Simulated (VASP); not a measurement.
**LaPd2: relaxation of the atoms with PBE**

LaPd2:

```
La Pd
1.0
    -2.02391    2.02391    4.47173
     2.02391   -2.02391    4.47173
     2.02391    2.02391   -4.47173
La Pd
1 2
Direct
  0.00000 0.00000 0.00000
  0.25000 0.75000 0.50000
  0.75000 0.25000 0.50000
```

* Program: VASP 6.6.1
* Task: relaxation of the atoms
* Functional: PBE
* Potentials or basis: VASP PAW PBE potentials, release 64 (La, Pd)
* Cutoff: 520 eV
* k mesh: 8 × 8 × 8
* Occupations: fermi-dirac, width 0.05 eV
* Spin: no spin polarisation
* Dipole correction: no
* Further INCAR settings: ALGO = Fast; EDIFF = 1e-06; IBRION = 2; EDIFFG = -0.01; NSW = 60

The pressure after relaxing is -1.8 GPa and the band gap on the k mesh is zero (an odd number of electrons rules out a gap without spin polarisation).

Stress tensor (GPa, compression positive):
```
-1.90  0.00  0.00
 0.00 -1.90  0.00
 0.00  0.00 -1.54
```

Final structure:
```
La Pd
1.0
    -2.02391    2.02391    4.47173
     2.02391   -2.02391    4.47173
     2.02391    2.02391   -4.47173
La Pd
1 2
Cartesian
  0.0000 0.0000 0.0000
  2.0239 0.0000 2.2359
  0.0000 2.0239 2.2359
```

Levels at points of the mesh, in eV from the Fermi level:
```csv
k point,band 11,band 12,band 13,band 14,band 15,band 16,band 17,band 18,band 19
"(0.00, 0.00, 0.00)",-2.29,-2.08,-2.08,-1.08,-0.23,-0.20,1.71,2.08,2.24
"(0.50, 0.00, 0.00)",-2.68,-2.59,-2.44,-2.21,-1.86,-0.57,0.29,1.98,2.04
"(0.50, 0.50, 0.00)",-2.15,-2.02,-1.83,-1.78,-1.09,1.23,1.44,1.91,2.28
"(0.50, 0.50, 0.50)",-1.89,-1.89,-1.82,-1.60,-1.03,-0.23,2.02,2.05,2.31
```

It took 8.6 min on 1 thread of Intel Xeon 8259CL, on a shared host, peak memory 0.32 GiB.

Caveat: spin-orbit coupling is left out, which moves the levels of the heavy elements.
